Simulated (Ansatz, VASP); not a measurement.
**Mg2NCl in VASP and in Ansatz**

```
CELL_PARAMETERS angstrom
1.66067 0.95879 5.85290
-1.66067 0.95879 5.85290
0.00000 -1.91757 5.85290
ATOMIC_POSITIONS crystal
Mg 0.22282 0.22282 0.22282
Mg 0.77719 0.77719 0.77719
N 0.50000 0.50000 0.50000
Cl 0.00000 0.00000 0.00000
```

Change from the starting cell: strain +0.000 along x and y, -0.025 along z, atoms carried along.

Alike in both runs: task single point; functional LDA; k mesh 9 × 9 × 9; occupations gaussian, width 0.05 eV; no spin polarisation.

|  | VASP | Ansatz |
| --- | --- | --- |
| version | VASP 6.6.1 | Ansatz 0.2.0 |
| potentials or method | VASP PAW LDA potentials, release 64 (Mg, N, Cl), cutoff 520 eV | scalar-relativistic, plane waves, PAW |
| valence electrons in the cell | 16 | 32 |

|  | VASP | Ansatz | Ansatz less VASP |
| --- | --- | --- | --- |
| gap on the k mesh at the Fermi level (eV) | 2.45 | 2.47 | +0.018 |
| least direct gap on the mesh (eV) | 2.45 | 2.47 | +0.018 |
| pressure (GPa) | -5.0 | -4.2 | +0.73 |
| traceless stress, the component that is largest in VASP (GPa) | 2.90 | 2.92 | +0.017 |
| rms of the force components (eV/Å) | 0.002 | 0.014 | +0.0116 |

LDA's correlation is that of Perdew and Zunger in VASP and of Perdew and Wang (1992) in Ansatz. Atom by atom the forces differ by 0.016 eV/Å (rms over components). VASP's potentials hold 16 valence electrons a cell and Ansatz's 32, so a difference there can come from the potentials and not from the codes.
